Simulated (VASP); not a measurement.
# MgI2 (P-3m1) in VASP: notebook, part 2 of 2

VASP 6.6.1. Earlier steps stand in the parts before.

### 4 Single point, PBE

Input file INCAR:

```
SYSTEM = MgI2
ALGO = Normal
EDIFF = 1E-6
ENCUT = 520
GGA = PE
ISIF = 2
ISMEAR = 0
LASPH = .True.
LCHARG = .True.
LELF = .True.
LREAL = .False.
LVHAR = .True.
LWAVE = .False.
NBANDS = 15
NELM = 80
PREC = Accurate
SIGMA = 0.05
```

Input file KPOINTS:

```
k-points
0
Gamma
  6 6 4
  0 0 0
```

Input file POSCAR:

```
MgI2
1.0
    4.2950988506      0.0000000000      0.0000000000
   -2.1475494253      3.7196647164      0.0000000000
    0.0000000000      0.0000000000      7.9749240755
Mg I
1 2
Direct
    0.0000000000      0.0000000000      0.0000000000
    0.3333333333      0.6666666667      0.7781860196
    0.6666666667      0.3333333333      0.2218139804
```

Potentials or basis: VASP PAW PBE potentials, release 64 (Mg, I).

Run with:

```bash
> cat potpaw_PBE.64/Mg/POTCAR potpaw_PBE.64/I/POTCAR > POTCAR
> mpirun -np 1 vasp_std > vasp.out
```

OUTCAR:

```text
SYSTEM = MgI2
   EDIFF = 1E-6
   ENCUT = 520
   GGA = PE
   ISIF = 2
   ISMEAR = 0
   LASPH = .True.
   LREAL = .False.
   NELM = 80
   PREC = Accurate

 ion  position               nearest neighbor table
   1  0.000  0.000  0.000-   2 3.05   3 3.05   3 3.05   2 3.05   3 3.05   2 3.05
   2  0.333  0.667  0.778-   1 3.05   1 3.05   1 3.05
   3  0.667  0.333  0.222-   1 3.05   1 3.05   1 3.05

  LATTYP: Found a hexagonal cell.
 ALAT       =     4.2950988506
 C/A-ratio  =     1.8567498334

  Lattice vectors:

 A1 = (   4.2950988506,   0.0000000000,   0.0000000000)
 A2 = (  -2.1475494253,   3.7196647164,   0.0000000000)
 A3 = (   0.0000000000,   0.0000000000,   7.9749240755)

Analysis of symmetry for initial positions (statically):
[... 33 lines left out ...]
                                     Primitive cell

  volume of cell :     127.4100

  direct lattice vectors                    reciprocal lattice vectors
     4.295098851  0.000000000  0.000000000     0.232823512  0.134420717  0.000000000
    -2.147549425  3.719664716  0.000000000     0.000000000  0.268841435  0.000000000
     0.000000000  0.000000000  7.974924075     0.000000000  0.000000000  0.125393043

  length of vectors
     4.295098851  4.295098851  7.974924075     0.268841435  0.268841435  0.125393043

  position of ions in fractional coordinates (direct lattice)
     0.000000000  0.000000000  0.000000000
     0.333333333  0.666666667  0.778186020
     0.666666667  0.333333333  0.221813980

  ion indices of the primitive-cell ions
   primitive index   ion index
                 1           1
                 2           2
                 3           3

----------------------------------------------------------------------------------------

 KPOINTS: k-points

Automatic generation of k-mesh.
 Grid dimensions read from file:
 generate k-points for:    6    6    4

 Generating k-lattice:

  Cartesian coordinates                     Fractional coordinates (reciprocal lattice)
[... 82 lines left out ...]
  Thomas-Fermi vector in A             =   1.930682
   LORBIT       =      0    0 simple, 1 ext, 2 COOP (PROOUT), +10 PAW based schemes
   GGA     = PE    functional components
[... 6 lines left out ...]
 Gauss-broadening in eV      SIGMA  =   0.05
  energy-cutoff  :      520.00
  volume of cell :      127.41
 maximum number of plane-waves:      3456
   NGX = 15   NGY = 15   NGZ = 29

 number of electron      15.9999999 magnetization

 Free energy of the ion-electron system (eV)
  ---------------------------------------------------
  ext. energy  EPLUGINS =         0.00000000
  ---------------------------------------------------
  free energy    TOTEN  =        -7.65379387 eV

  energy without entropy =       -7.65379387  energy(sigma->0) =       -7.65379387

 E-fermi :   0.7261     XC(G=0):  -7.2438

 val. band max:        0.5012021642   @ k =   0.0000   0.0000   0.0000
 cond. band min:       3.8313223944   @ k =   0.0000   0.0000   0.0000
 fundamental gap:      3.3301202301
 Fermi energy:         0.7260617869

 k-point     1 :       0.0000    0.0000    0.0000
  band No.  band energies     occupation
      1     -10.9931      2.00000
      2     -10.6028      2.00000
      3      -2.3214      2.00000
      4       0.1598      2.00000
      5       0.2874      2.00000
      6       0.2874      2.00000
      7       0.5012      2.00000
      8       0.5012      2.00000
      9       3.8313      0.00000
     10       5.3569      0.00000
     11       7.1346      0.00000
     12       7.1346      0.00000
     13       7.4974      0.00000
     14       8.6792      0.00000
[... 401 lines left out ...]
      2     -10.3952      2.00000
      3      -2.1749      2.00000
      4      -1.5831      2.00000
      5      -1.5831      2.00000
      6      -1.1833      2.00000
      7      -0.0898      2.00000
      8      -0.0898      2.00000
      9       4.6559      0.00000
     10       6.3374      0.00000
     11       6.3374      0.00000
     12       7.8934      0.00000
     13       8.6211      0.00000
     14       8.8962      0.00000
     15       9.1456      0.00000

------------------------ aborting loop because EDIFF is reached ----------------------------------------

  FORCE on cell =-STRESS in cart. coord.  units (eV):
  Direction    XX          YY          ZZ          XY          YZ          ZX
  --------------------------------------------------------------------------------------
  -------------------------------------------------------------------------------------
  Total       -1.4144873     -1.4144873     -1.8526060      0.0000000     -0.0000000      0.0000000
  in kB      -17.7871398    -17.7871398    -23.2964703      0.0000000     -0.0000000      0.0000000
  external PRESSURE =     -19.6235833 kB  Pullay stress =       0.0000000 kB

 VOLUME and BASIS-vectors are now :
 -----------------------------------------------------------------------------
  energy-cutoff  :      520.00
  volume of cell :      127.41
      direct lattice vectors                 reciprocal lattice vectors
     4.295098851  0.000000000  0.000000000     0.232823512  0.134420717  0.000000000
    -2.147549425  3.719664716  0.000000000     0.000000000  0.268841435  0.000000000
     0.000000000  0.000000000  7.974924075     0.000000000  0.000000000  0.125393043

 POSITION                                       TOTAL-FORCE (eV/Angst)
 -----------------------------------------------------------------------------------
      0.00000      0.00000      0.00000        -0.000000      0.000000      0.000000
     -0.00000      2.47978      6.20597        -0.000000      0.000000      0.523506
      2.14755      1.23989      1.76895         0.000000      0.000000     -0.523506
 -----------------------------------------------------------------------------------
    total drift:                               -0.000000      0.000000     -0.000000

  FREE ENERGIE OF THE ION-ELECTRON SYSTEM (eV)
  ---------------------------------------------------
  free  energy   TOTEN  =        -7.6537938741 eV

  energy  without entropy=       -7.6537938741  energy(sigma->0) =       -7.65379387
```

OSZICAR:

```text
N       E                     dE             d eps       ncg     rms          rms(c)
DAV:   1     0.786064072291E+02    0.78606E+02   -0.55216E+03   720   0.812E+02
DAV:   2    -0.989996139462E+00   -0.79596E+02   -0.72993E+02   998   0.130E+02
DAV:   3    -0.774455300085E+01   -0.67546E+01   -0.67183E+01   979   0.428E+01
DAV:   4    -0.788804101034E+01   -0.14349E+00   -0.14347E+00   946   0.755E+00
DAV:   5    -0.788944000591E+01   -0.13990E-02   -0.13989E-02  1021   0.770E-01    0.340E+00
DAV:   6    -0.769430167254E+01    0.19514E+00   -0.15242E-01   748   0.203E+00    0.240E+00
DAV:   7    -0.765551535271E+01    0.38786E-01   -0.12585E-01   818   0.176E+00    0.862E-01
DAV:   8    -0.765371454648E+01    0.18008E-02   -0.92929E-03   832   0.552E-01    0.276E-01
DAV:   9    -0.765381518641E+01   -0.10064E-03   -0.15910E-03   937   0.242E-01    0.968E-02
DAV:  10    -0.765378930034E+01    0.25886E-04   -0.61126E-05   902   0.499E-02    0.451E-02
DAV:  11    -0.765379460009E+01   -0.52997E-05   -0.16119E-05   909   0.259E-02    0.148E-02
DAV:  12    -0.765379387412E+01    0.72597E-06   -0.43163E-06   860   0.119E-02
   1 F= -.76537939E+01 E0= -.76537939E+01  d E =-.899284E-12
```

stdout:

```text
POSCAR found type information on POSCAR MgI
 POSCAR found :  2 types and       3 ions
 scaLAPACK will be used
 LDA part: xc-table for (Slater+PW92), standard interpolation
 POSCAR, INCAR and KPOINTS ok, starting setup
 FFT: planning ... GRIDC
 FFT: planning ... GRID_SOFT
 FFT: planning ... GRID
 WAVECAR not read
 entering main loop
```

Run time: 21 s. Hardware: 1 thread of AMD EPYC 9R45 (Zen 5), shared host; peak memory 0.22 GiB.

What came out:

```yaml
Free_energy: -7.6538 eV
Pressure: -2.0 GPa
Largest_force: 0.524 eV/Å
Band_gap_on_the_k_mesh: 3.33 eV, direct
```

Forces on the atoms (eV/Å):
```
Mg   0.000  0.000  0.000
I    0.000  0.000  0.524
I    0.000  0.000 -0.524
```

Caveat: spin-orbit coupling is left out, which moves the levels of the heavy elements; this functional lacks dispersion, which binds the layers, so the pressure and a relaxed spacing across them are unreliable.

### 5 Single point, PBE

This run uses another cell than the first one, of 38.64 Å³/atom, 0.910 times its volume.

Input file INCAR:

```
PREC = Accurate ; ENCUT = 520
EDIFF = 1E-7 ; ISMEAR = 0
SIGMA = 0.05 ; LREAL = F
LASPH = T ; NELM = 60
ALGO = Normal ; ISIF = 2
LWAVE = F ; LCHARG = F
GGA = PE ; NBANDS = 15
```

Input file KPOINTS:

```
Automatic mesh
0
Gamma
  6 6 4
```

Input file POSCAR:

```
MgI2
1.0
    4.1618263529      0.0000000000      0.0000000000
   -2.0809131765      3.6042473478      0.0000000000
    0.0000000000      0.0000000000      7.7274703875
Mg I
1 2
Direct
    0.0000000000      0.0000000000      0.0000000000
    0.3333333333      0.6666666667      0.7897071656
    0.6666666667      0.3333333333      0.2102928344
```

Run with:

```bash
> cat potpaw_PBE.64/Mg/POTCAR potpaw_PBE.64/I/POTCAR > POTCAR
> mpirun -np 1 vasp_std > vasp.out
```

It took 27 s on 1 thread of AMD EPYC 9R45 (Zen 5), shared host; peak memory 0.22 GiB.

The run converged. Its results:

| Property | Result |
| --- | --- |
| Free energy | -7.7160 eV |
| Pressure | 1.3 GPa |
| Largest force | 0.314 eV/Å |
| Band gap on the k mesh | 3.70 eV, indirect (least direct gap 3.90 eV) |

Forces on the atoms (eV/Å):
```
Mg   0.000  0.000  0.000
I    0.000  0.000 -0.314
I    0.000  0.000  0.314
```

Stress tensor (GPa, compression positive):
```
1.17 0.00 0.00
0.00 1.17 0.00
0.00 0.00 1.43
```

Levels at points of the mesh, in eV from the valence-band top:
| k point | band 6 | band 7 | band 8 | band 9 | band 10 | band 11 |
| --- | --- | --- | --- | --- | --- | --- |
| (0.00, 0.00, 0.00) | -0.25 | 0.00 | 0.00 | 3.90 | 4.92 | 6.72 |
| (0.50, 0.00, 0.00) | -1.24 | -0.64 | -0.41 | 3.73 | 5.51 | 5.82 |
| (0.00, 0.00, 0.50) | -0.32 | -0.02 | -0.02 | 4.55 | 4.93 | 6.67 |
| (0.50, 0.00, 0.50) | -1.19 | -0.63 | -0.45 | 3.70 | 5.51 | 5.75 |

Caveat: spin-orbit coupling is left out, which moves the levels of the heavy elements; this functional lacks dispersion, which binds the layers, so the pressure and a relaxed spacing across them are unreliable. A k mesh can miss the band edges.

### 6 Single point, PBE

This run uses another cell than the first one, of 38.64 Å³/atom, 0.910 times its volume.

Input file INCAR:

```
SYSTEM = MgI2
ALGO     = Normal         ! electronic algorithm
EDIFF    = 1E-6           ! SCF threshold, eV
ENCUT    = 520            ! plane-wave cutoff, eV
GGA      = PE             ! functional
ISIF     = 2              ! what is computed and relaxed
ISMEAR   = 0              ! smearing method
LASPH    = .True.         ! aspherical terms in the spheres
LCHARG   = .False.        ! write CHGCAR
LREAL    = .False.        ! projectors in reciprocal space
LWAVE    = .False.        ! write WAVECAR
NBANDS   = 15             ! bands
NELM     = 100            ! most SCF steps
PREC     = Accurate       ! precision mode
SIGMA    = 0.05           ! smearing width, eV
```

Input file KPOINTS:

```
k-points
0
Gamma
  6 6 4
  0 0 0
```

Input file POSCAR:

```
MgI2
1.0
    4.1618263529      0.0000000000      0.0000000000
   -2.0809131765      3.6042473478      0.0000000000
    0.0000000000      0.0000000000      7.7274703875
Mg I
1 2
Direct
    0.0000000000      0.0000000000      0.0000000000
    0.3333333333      0.6666666667      0.7820264016
    0.6666666667      0.3333333333      0.2179735984
```

Potentials or basis: VASP PAW PBE potentials, release 64 (Mg, I).

Run with:

```bash
> cat potpaw_PBE.64/Mg/POTCAR potpaw_PBE.64/I/POTCAR > POTCAR
> mpirun -np 1 vasp_std > vasp.out
```

Run time: 21 s. Hardware: 1 thread of AMD EPYC 9R45 (Zen 5), shared host; peak memory 0.21 GiB.

It converged, with:

```yaml
Free_energy: -7.7347 eV
Pressure: 0.4 GPa
Largest_force: 0.007 eV/Å
Band_gap_on_the_k_mesh: 3.58 eV, indirect (least direct gap 3.74 eV)
```

Forces on the atoms (eV/Å):
```
Mg   0.000  0.000  0.000
I    0.000  0.000 -0.007
I    0.000  0.000  0.007
```

Stress tensor (GPa, compression positive):
```
0.53 0.00 0.00
0.00 0.53 0.00
0.00 0.00 0.08
```

Levels at points of the mesh, in eV from the valence-band top:
```tsv
k point	band 6	band 7	band 8	band 9	band 10	band 11
(0.00, 0.00, 0.00)	-0.29	0.00	0.00	3.74	4.92	6.74
(0.50, 0.00, 0.00)	-1.17	-0.74	-0.43	3.65	5.40	5.67
(0.00, 0.00, 0.50)	-0.27	-0.02	-0.02	4.46	4.91	6.69
(0.50, 0.00, 0.50)	-1.14	-0.72	-0.49	3.58	5.37	5.64
```

Caveat: spin-orbit coupling is left out, which moves the levels of the heavy elements; this functional lacks dispersion, which binds the layers, so the pressure and a relaxed spacing across them are unreliable.
